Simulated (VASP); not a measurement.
Runs of VASP 6.6.1 on Zn. The structure is that of space group Im-3m (No. 229), or close to it. The cells are those of the table. 

```csv
task,cell,k mesh,cutoff (eV),smearing,gap on the mesh (eV),pressure (GPa)
single point,"a = 2.650 Å, angles 109.5°, 1 atom",18 × 18 × 18,520,gaussian 0.1 eV,none,0.4
single point,"a = 2.650 Å, angles 109.5°, 1 atom",20 × 20 × 20,520,gaussian 0.15 eV,none,0.2
single point,"a = 2.718 Å, angles 109.5°, 1 atom",8 × 8 × 8,500,gaussian 0.1 eV,none,(a)
single point,"a = 2.650 Å, angles 109.5°, 1 atom",22 × 22 × 22,520,gaussian 0.15 eV,none,0.5
relaxation of cell and atoms,"relaxed from a = 2.718 Å, angles 109.5°, 1 atom",18 × 18 × 18,600,gaussian 0.1 eV,none,0.0
```

Alike in all rows: level PBEsol; potentials or basis VASP PAW PBE potentials, release 64 (Zn); no spin polarisation.

**Question.** Estimate the missing entries.

**Answer.** (a) -5.8.

Caveats: the PAW data sets were made with another functional, which shifts forces and pressure a little.

A gap of «none» marks levels without a gap at the run's occupations.
